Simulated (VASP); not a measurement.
# Si in VASP: further runs

Runs on Si. Level: PBE. Tasks: single point, relaxation of the atoms.

Program: VASP 6.6.1. These are calculated values, not measurements. Logs are shortened: lines on timing, memory, paths and dates and some standing lists are left out, and cuts for length are marked.

**1. The cell of the first run**

The cell holds a slab with vacuum, 4 atoms: a = 3.869 Å, b = 3.869 Å, c = 19.948 Å, α = 90.00°, β = 90.00°, γ = 120.00°.

**2. Single point, PBE**

INCAR

```
  PREC = Accurate
  ENCUT = 520
  EDIFF = 1E-6
  ISMEAR = -1
  SIGMA = 0.02
  LREAL = F
  LASPH = T
  NELM = 60
  ALGO = Normal
  ISIF = 2
  LWAVE = F
  LCHARG = T
  LDIPOL = T
  IDIPOL = 3
  DIPOL = 0.5 0.5 0.500
  GGA = PE
  LELF = T
  LVHAR = T
  LVACPOTAV = T
  EFIELD = -0.5
  NBANDS = 16
```

KPOINTS

```
regular mesh
0
Gamma
  9 9 1
```

POSCAR

```
Si
1.0
    3.8685410222      0.0000000000      0.0000000000
   -1.9342705111      3.3502548008      0.0000000000
    0.0000000000      0.0000000000     19.9483000000
Si
4
Direct
    0.1666666667      0.3333333333      0.4035140844
    0.5000000000      1.0000000000      0.4366457658
    0.5000000000      1.0000000000      0.5633542826
    0.8333333333      0.6666666667      0.5964858677
```

Potentials or basis: VASP PAW PBE potentials, release 64 (Si).

On the command line:

```console
$ cat potpaw_PBE.64/Si/POTCAR > POTCAR
$ mpirun -np 1 vasp_std > vasp.out
```

OUTCAR:

```text
PREC = Accurate
   ENCUT = 520
   EDIFF = 1E-6
   ISMEAR = -1
   LREAL = F
   LASPH = T
   NELM = 60
   ISIF = 2
   GGA = PE

 ion  position               nearest neighbor table
   1  0.167  0.333  0.404-   2 2.33   2 2.33   2 2.33
   2  0.500  0.000  0.437-   1 2.33   1 2.33   1 2.33   3 2.53
   3  0.500  0.000  0.563-   4 2.33   4 2.33   4 2.33   2 2.53
   4  0.833  0.667  0.596-   3 2.33   3 2.33   3 2.33

  LATTYP: Found a hexagonal cell.
 ALAT       =     3.8685410222
 C/A-ratio  =     5.1565434838

  Lattice vectors:

 A1 = (   3.8685410222,   0.0000000000,   0.0000000000)
 A2 = (  -1.9342705111,   3.3502548008,   0.0000000000)
 A3 = (   0.0000000000,   0.0000000000,  19.9483000000)

Analysis of symmetry for initial positions (statically):
=====================================================================
 Subroutine PRICEL returns:
 Original cell was already a primitive cell.

 Routine SETGRP: Setting up the symmetry group for a
 hexagonal supercell.

 Subroutine GETGRP returns: Found 12 space group operations
 (whereof  4 operations were pure point group operations)
 out of a pool of 24 trial point group operations.

The static configuration has the point symmetry C_2h.
 The point group associated with its full space group is D_3d.

Analysis of symmetry for dynamics (positions and initial velocities):
=====================================================================
 An external electric field (EFIELD) may reduce the allowed symmetry operations
 Subroutine PRICEL returns:
 Original cell was already a primitive cell.

 Routine SETGRP: Setting up the symmetry group for a
 hexagonal supercell.

 Subroutine GETGRP returns: Found  6 space group operations
 (whereof  2 operations were pure point group operations)
 out of a pool of 24 trial point group operations.

The dynamic configuration has the point symmetry C_1h.
 The point group associated with its full space group is C_3v.

 Subroutine INISYM returns: Found  6 space group operations
 (whereof  2 operations are pure point group operations),
 and found     1 'primitive' translations

----------------------------------------------------------------------------------------

                                     Primitive cell

  volume of cell :     258.5419

  direct lattice vectors                    reciprocal lattice vectors
[... 81 lines left out ...]
   NSW    =      0    number of steps for IOM
   IBRION =     -1    ionic relax: 0-MD 1-quasi-New 2-CG
   NFREE  =      0    steps in history (QN), initial steepest desc. (CG)
   ISIF   =      2    stress and relaxation
   ISYM   =      2    0-nonsym 1-usesym 2-fastsym
   POTIM  = 0.5000    time-step for ionic-motion
   TEBEG  =    0.0;   TEEND  =   0.0 temperature during run
   PSTRESS=    0.0 pullay stress
   NELECT =      16.0000    total number of electrons
   NUPDOWN=      -1.0000    fix difference up-down
   EMIN   =  10.00;   EMAX   =-10.00  energy-range for DOS
   EFERMI =   0.00;   METHOD = LEGACY
   ISMEAR =    -1;   SIGMA  =   0.02  broadening in eV -4-tet -1-fermi 0-gaus
   EFERMI_NEDOS =   21; number of points for ismear=-14 and -15
   IALGO  =     38    algorithm
   IMIX   =      4    mixing-type and parameters
     AMIX     =   0.40;   BMIX     =  1.00
     AMIX_MAG =   1.60;   BMIX_MAG =  1.00
  volume/ion in A,a.u.               =      64.64       436.18
  Fermi-wavevector in a.u.,A,eV,Ry     =   0.647547  1.223686  5.705153  0.419317
  Thomas-Fermi vector in A             =   1.715890
   LORBIT       =      0    0 simple, 1 ext, 2 COOP (PROOUT), +10 PAW based schemes
   GGA     = PE    functional components
   LHFCALC =     F    Hartree Fock is set to
   AEXX    =    0.0000 exact exchange contribution
   IVDW    =     0    specifies the selected vdW correction
   LEPSILON=     F    determine dielectric tensor
   LRPA    =     F    only Hartree local field effects (RPA)
 non-spin polarized calculation
  energy-cutoff  :      520.00
  volume of cell :      258.54
 maximum number of plane-waves:      6987
 NGX is ok and might be reduce to    30
   NGX = 15   NGY = 15   NGZ = 75

 dipolmoment           0.000000      0.000000      0.000000 electrons x Angstroem

 number of electron      16.0000002 magnetization

 dipolmoment           0.000000      0.000000     -0.244481 electrons x Angstroem

 Free energy of the ion-electron system (eV)
  ---------------------------------------------------
  ext. energy  EPLUGINS =         0.00000000
  ---------------------------------------------------
  free energy    TOTEN  =       -19.72198212 eV

  energy without entropy =      -19.71969008  energy(sigma->0) =      -19.72083610

 E-fermi :  -1.5922     XC(G=0):  -3.7866

 val. band max:       -1.5977661597   @ k =   0.3333   0.3333   0.0000
 cond. band min:      -1.2102193823   @ k =   0.3333   0.2222   0.0000
 fundamental gap:      0.3875467774
 Fermi energy:        -1.5921667096

 k-point     1 :       0.0000    0.0000    0.0000
  band No.  band energies     occupation
      1     -12.8333      2.00000
      2     -11.7733      2.00000
      3      -6.4039      2.00000
      4      -2.9567      2.00000
      5      -2.5427      2.00000
      6      -2.5427      2.00000
[... 205 lines left out ...]
      3      -8.9582      2.00000
      4      -8.3797      2.00000
      5      -5.6001      2.00000
      6      -5.5787      2.00000
[... 8 lines left out ...]
     15       4.7164      0.00000
     16       5.2928      0.00000

------------------------ aborting loop because EDIFF is reached ----------------------------------------

  FORCE on cell =-STRESS in cart. coord.  units (eV):
  Direction    XX          YY          ZZ          XY          YZ          ZX
  --------------------------------------------------------------------------------------
  -------------------------------------------------------------------------------------
  Total       -0.4814012     -0.4814012     -0.0927903      0.0000000      0.0000000      0.0000000
  in kB       -2.9832305     -2.9832305     -0.5750189      0.0000000      0.0000000      0.0000000
  external PRESSURE =      -2.1804933 kB  Pullay stress =       0.0000000 kB

 VOLUME and BASIS-vectors are now :
 -----------------------------------------------------------------------------
  energy-cutoff  :      520.00
  volume of cell :      258.54
      direct lattice vectors                 reciprocal lattice vectors
     3.868541022  0.000000000  0.000000000     0.258495385  0.149242380  0.000000000
    -1.934270511  3.350254801  0.000000000     0.000000000  0.298484760  0.000000000
     0.000000000  0.000000000 19.948300000     0.000000000  0.000000000  0.050129585

 POSITION                                       TOTAL-FORCE (eV/Angst)
 -----------------------------------------------------------------------------------
      0.00000      1.11675      8.04942         0.000000     -0.000000     -0.029623
      1.93427      0.00000      8.71034        -0.000000      0.000000      0.029210
      1.93427      0.00000     11.23796        -0.000000      0.000000      0.037066
      1.93427      2.23350     11.89888        -0.000000      0.000000     -0.036652
 -----------------------------------------------------------------------------------
    total drift:                                0.000000     -0.000000      0.000964

  FREE ENERGIE OF THE ION-ELECTRON SYSTEM (eV)
  ---------------------------------------------------
  free  energy   TOTEN  =       -19.7219821226 eV

  energy  without entropy=      -19.7196900761  energy(sigma->0) =      -19.72083610
```

stdout:

```text
POSCAR found type information on POSCAR Si
 POSCAR found :  1 types and       4 ions
 scaLAPACK will be used
 LDA part: xc-table for (Slater+PW92), standard interpolation
 POSCAR, INCAR and KPOINTS ok, starting setup
 FFT: planning ... GRIDC
[... 27 lines left out ...]
|           W    W  A    A  R    R  N    N  II  N    N   GGGG   !!!           |
|                                                                             |
|     Did not find any points to average over, which means that no vacuum     |
|     field-free region was found. Please increase the size of  your cell     |
|     in the dimension of the dipole correction to obtain accurate            |
|     workfunction values.                                                    |
|                                                                             |
 -----------------------------------------------------------------------------
```

Run time: 50 s. Hardware: 1 thread of Intel Xeon 6975P-C (Granite Rapids), shared host; peak memory 0.34 GiB.

Results:

| Quantity | Value |
| --- | --- |
| Free energy | -19.7220 eV |
| Largest force | 0.037 eV/Å |

Forces on the atoms (eV/Å):
```
Si   0.000  0.000 -0.030
Si   0.000  0.000  0.029
Si   0.000  0.000  0.037
Si   0.000  0.000 -0.037
```

**3. Single point, PBE**

INCAR

```
SYSTEM = Si
ALGO = Normal
DIPOL = 0.5 0.5 0.500
EDIFF = 1E-7
EFIELD = -0.5
ENCUT = 520
GGA = PE
IDIPOL = 3
ISIF = 2
ISMEAR = -1
LASPH = .TRUE.
LCHARG = .FALSE.
LDIPOL = .TRUE.
LREAL = .FALSE.
LWAVE = .FALSE.
NBANDS = 16
NELM = 100
PREC = Accurate
SIGMA = 0.02
```

KPOINTS

```
k-points
0
G
  9 9 1
  0 0 0
```

POSCAR is that of step 2.

Potentials or basis: VASP PAW PBE potentials, release 64 (Si).

On the command line:

```console
$ cat potpaw_PBE.64/Si/POTCAR > POTCAR
$ mpirun -np 1 vasp_std > vasp.out
```

Run time: 72 s. Hardware: 1 thread of Intel Xeon 6975P-C (Granite Rapids), shared host; peak memory 0.34 GiB.

It converged, with:

- Free energy: -19.7221 eV
- Largest force: 0.038 eV/Å

Forces on the atoms (eV/Å):
```
Si   0.000  0.000 -0.029
Si   0.000  0.000  0.031
Si   0.000  0.000  0.036
Si   0.000  0.000 -0.038
```

Levels at points of the mesh, in eV from the Fermi level:
| k point | band 6 | band 7 | band 8 | band 9 | band 10 | band 11 |
| --- | --- | --- | --- | --- | --- | --- |
| (0.00, 0.00, 0.00) | -0.95 | -0.45 | -0.45 | 1.30 | 2.30 | 2.55 |

**4. Single point, PBE**

INCAR

```
PREC = Accurate ; ENCUT = 520
EDIFF = 1E-7 ; ISMEAR = -1
SIGMA = 0.02 ; LREAL = F
LASPH = T ; NELM = 60
ALGO = Normal ; ISIF = 2
LWAVE = F ; LCHARG = F
GGA = PE ; NBANDS = 16
```

KPOINTS

```
regular mesh
0
Gamma
  9 9 1
```

POSCAR is that of step 3.

On the command line:

```console
$ cat potpaw_PBE.64/Si/POTCAR > POTCAR
$ mpirun -np 1 vasp_std > vasp.out
```

It took 54 s on 1 thread of Intel Xeon 6975P-C (Granite Rapids), shared host; peak memory 0.35 GiB.

Results (log left out):

- Free energy: -19.6606 eV
- Largest force: 0.013 eV/Å
- Band gap on the k mesh: zero (filled and empty bands touch)

Forces in eV/Å, atoms in the order of the input:
```
Si   0.000  0.000  0.013
Si   0.000  0.000 -0.002
Si   0.000  0.000  0.002
Si   0.000  0.000 -0.013
```

Levels at points of the mesh, in eV from the Fermi level:
| k point | band 5 | band 6 | band 7 | band 8 | band 9 | band 10 | band 11 | band 12 |
| --- | --- | --- | --- | --- | --- | --- | --- | --- |
| (0.00, 0.00, 0.00) | -0.95 | -0.95 | -0.45 | -0.45 | 1.31 | 2.34 | 2.55 | 3.27 |

**5. Relaxation of the atoms, PBE**

INCAR

```
SYSTEM = Si
PREC = Accurate
ENCUT = 520
EDIFF = 1E-6
ISMEAR = -1
SIGMA = 0.02
LREAL = .False.
LASPH = .True.
NELM = 80
ALGO = Normal
ISIF = 2
LWAVE = .False.
LCHARG = .False.
LDIPOL = .True.
IDIPOL = 3
DIPOL = 0.5 0.5 0.500
GGA = PE
IBRION = 2
NSW = 60
EDIFFG = -0.01
```

KPOINTS

```
Automatic mesh
0
Gamma
  9 9 1
  0 0 0
```

POSCAR

```
Si
1.0
    3.8685410222      0.0000000000      0.0000000000
   -1.9342705111      3.3502548008      0.0000000000
    0.0000000000      0.0000000000     19.9483000000
Si
4
Direct
    0.1666666665      0.3333333335      0.4010363502
    0.5000000005      0.9999999995      0.4406218104
    0.5000000005      0.9999999995      0.5593781901
    0.8333333335      0.6666666665      0.5989636498
```

On the command line:

```console
$ cat potpaw_PBE.64/Si/POTCAR > POTCAR
$ mpirun -np 1 vasp_std > vasp.out
```

Wall time 7.5 min (1 thread of Intel Xeon Platinum 8375C at 2.90GHz (Ice Lake), shared host); peak memory 0.36 GiB.

Results (log left out):

| Property | Result |
| --- | --- |
| Free energy | -19.6606 eV |
| Energy gained by relaxing | 27.2 meV/atom |
| Ionic steps | 9 |
| Band gap on the k mesh | zero (filled and empty bands touch) |

Step by step:
```csv
step,energy change (eV),largest force (eV/Å),pressure (GPa)
1,0.0000,1.1157,-0.46
2,-0.0959,0.3121,-0.35
3,-0.1082,0.0390,-0.26
4,-0.1083,0.0296,-0.26
5,-0.1084,0.0241,-0.25
6,-0.1086,0.0116,-0.22
7,-0.1085,0.0261,-0.17
8,-0.1087,0.0103,-0.20
9,-0.1087,0.0009,-0.20
```

Final structure:
```yaml
crystal:
  lattice:
    - [3.86854, 0.00000, 0.00000]
    - [-1.93427, 3.35025, 0.00000]
    - [0.00000, 0.00000, 19.94830]
  atoms:
    - { symbol: Si, position: [0.16667, 0.33333, 0.40367] }
    - { symbol: Si, position: [0.50000, 0.00000, 0.43670] }
    - { symbol: Si, position: [0.50000, 0.00000, 0.56330] }
    - { symbol: Si, position: [0.83333, 0.66667, 0.59633] }
```

Levels at points of the mesh, in eV from the Fermi level:
| k point | band 5 | band 6 | band 7 | band 8 | band 9 | band 10 | band 11 | band 12 |
| --- | --- | --- | --- | --- | --- | --- | --- | --- |
| (0.00, 0.00, 0.00) | -0.96 | -0.96 | -0.45 | -0.45 | 1.31 | 2.34 | 2.54 | 3.27 |

**6. The runs side by side**

```tsv
task	cell	dipole correction	electric field (eV/Å)	gap on the mesh (eV)	largest force (eV/Å)
single point	as given	yes	0.5	-	0.04
single point	as given	no	-	none	0.01
relaxation of the atoms	atoms relaxed	yes	-	none	-
```

Alike in all rows: level PBE; potentials or basis VASP PAW PBE potentials, release 64 (Si); no spin polarisation; k mesh 9 × 9 × 1; cutoff (eV) 520; smearing fermi-dirac 0.02 eV.

Absolute energies hang on the potentials; compare differences alone.
